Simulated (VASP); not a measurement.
Write the native input for VASP 6.6.1 that does the following.

| Property | Result |
| --- | --- |
| Task | single point |
| Functional | r2SCAN |
| Potentials or basis | VASP PAW PBE potentials, release 64 (Pb_d, Se) |
| Cutoff | 520 eV |
| k mesh | 10 × 10 × 10 |
| Occupations | fermi-dirac, width 0.1418 eV |
| Spin | no spin polarisation |
| Dipole correction | no |
| Further INCAR settings | ALGO = Normal; EDIFF = 1e-07; NBANDS = 17 |

The system is PbSe.

```
Pb Se
1.0
     0.00000    3.04610    3.04610
     3.04610    0.00000    3.04610
     3.04610    3.04610    0.00000
Pb Se
1 1
Direct
  0.00000 0.00000 0.00000
  0.50000 0.50000 0.50000
```

These files were run (other wordings do the same):

POSCAR

```
PbSe
1.0
    0.0000000000      3.0461007800      3.0461007800
    3.0461007800      0.0000000000      3.0461007800
    3.0461007800      3.0461007800      0.0000000000
Pb Se
1 1
Direct
    0.0000000000      0.0000000000      0.0000000000
    0.5000000000      0.5000000000      0.5000000000
```

INCAR.step1

```
SYSTEM = PbSe
PREC = Accurate
ENCUT = 520
ISMEAR = -1
SIGMA = 0.1418
LREAL = .False.
LASPH = .True.
NELM = 100
NBANDS = 17
GGA = PE
ALGO = Normal
EDIFF = 1E-4
LWAVE = .True.
LCHARG = .False.
```

INCAR.step2

```
SYSTEM = PbSe
PREC = Accurate
ENCUT = 520
EDIFF = 1E-7
ISMEAR = -1
SIGMA = 0.1418
LREAL = .False.
LASPH = .True.
NELM = 100
ALGO = Normal
ISIF = 2
LWAVE = .False.
LCHARG = .False.
METAGGA = R2SCAN
LMIXTAU = .True.
NBANDS = 17
ISTART = 1
```

KPOINTS

```
regular mesh
0
Gamma
  10 10 10
  0 0 0
```

Potentials or basis: VASP PAW PBE potentials, release 64 (Pb_d, Se).

Run with:

```bash
$ cat potpaw_PBE.64/Pb_d/POTCAR potpaw_PBE.64/Se/POTCAR > POTCAR
$ cp INCAR.step1 INCAR
$ mpirun -np 1 vasp_std > vasp.out
$ cp INCAR.step2 INCAR
$ mpirun -np 1 vasp_std > vasp.out
```

Results of the run:

```json
{"Pressure": "2.4 GPa", "Band gap on the k mesh": "0.53 eV, direct"}
```

Caveat: the PAW data sets were made with another functional, which shifts forces and pressure a little; spin-orbit coupling is left out, which moves the levels of the heavy elements.

Wall time 2.4 min on 1 thread of AMD EPYC 7R43 64-Core Processor (Zen 3) (shared host), peak memory 0.18 GiB.
